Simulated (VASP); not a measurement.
Set up this calculation in VASP 6.6.1, as the native input.

```
Task                   : single point
Functional             : r2SCAN
Potentials or basis    : VASP PAW PBE potentials, release 64 (Ag)
Cutoff                 : 520 eV
k mesh                 : 14 × 14 × 8
Occupations            : fermi-dirac, width 0.1 eV
Spin                   : no spin polarisation
Dipole correction      : no
Further INCAR settings : ALGO = Normal; EDIFF = 1e-06; NBANDS = 18
```

Ag:

```xyz
2
Lattice="2.9910 0.0000 0.0000 -1.4955 2.5903 0.0000 0.0000 0.0000 4.8371" Properties=species:S:1:pos:R:3 pbc="T T T"
Ag    0.0000    1.7268    1.2093
Ag    1.4955    0.8634    3.6278
```

This cell differs from its parent crystal: volume scaled by 1.08.

The input as run:

POSCAR

```
Ag
1.0
    2.9909851043      0.0000000000      0.0000000000
   -1.4954925522      2.5902690827      0.0000000000
    0.0000000000      0.0000000000      4.8370646749
Ag
2
Direct
    0.3333333333      0.6666666667      0.2500000000
    0.6666666667      0.3333333333      0.7500000000
```

INCAR.step1

```
SYSTEM = Ag
  PREC = Accurate
  ENCUT = 520
  ISMEAR = -1
  SIGMA = 0.1
  LREAL = .FALSE.
  LASPH = .TRUE.
  NELM = 80
  NBANDS = 18
  GGA = PE
  ALGO = Normal
  EDIFF = 1E-4
  LWAVE = .TRUE.
  LCHARG = .FALSE.
```

INCAR.step2

```
SYSTEM = Ag
  PREC = Accurate
  ENCUT = 520
  EDIFF = 1E-6
  ISMEAR = -1
  SIGMA = 0.1
  LREAL = .FALSE.
  LASPH = .TRUE.
  NELM = 80
  ALGO = Normal
  ISIF = 2
  LWAVE = .FALSE.
  LCHARG = .FALSE.
  METAGGA = R2SCAN
  LMIXTAU = .TRUE.
  NBANDS = 18
  ISTART = 1
```

KPOINTS

```
Automatic mesh
0
G
  14 14 8
  0 0 0
```

Potentials or basis: VASP PAW PBE potentials, release 64 (Ag).

Run with:

```console
$ cat potpaw_PBE.64/Ag/POTCAR > POTCAR
$ cp INCAR.step1 INCAR
$ mpirun -np 1 vasp_std > vasp.out
$ cp INCAR.step2 INCAR
$ mpirun -np 1 vasp_std > vasp.out
```

It gave:

```
Pressure               : -6.3 GPa
Band gap on the k mesh : zero (band 11 reaches 10.77 eV, above the bottom of band 12 at 3.57 eV)
```

Caveat: the PAW data sets were made with another functional, which shifts forces and pressure a little.

It took 2.5 min on 1 thread of Intel Xeon 6975P-C, with other jobs on the host, peak memory 0.2 GiB.
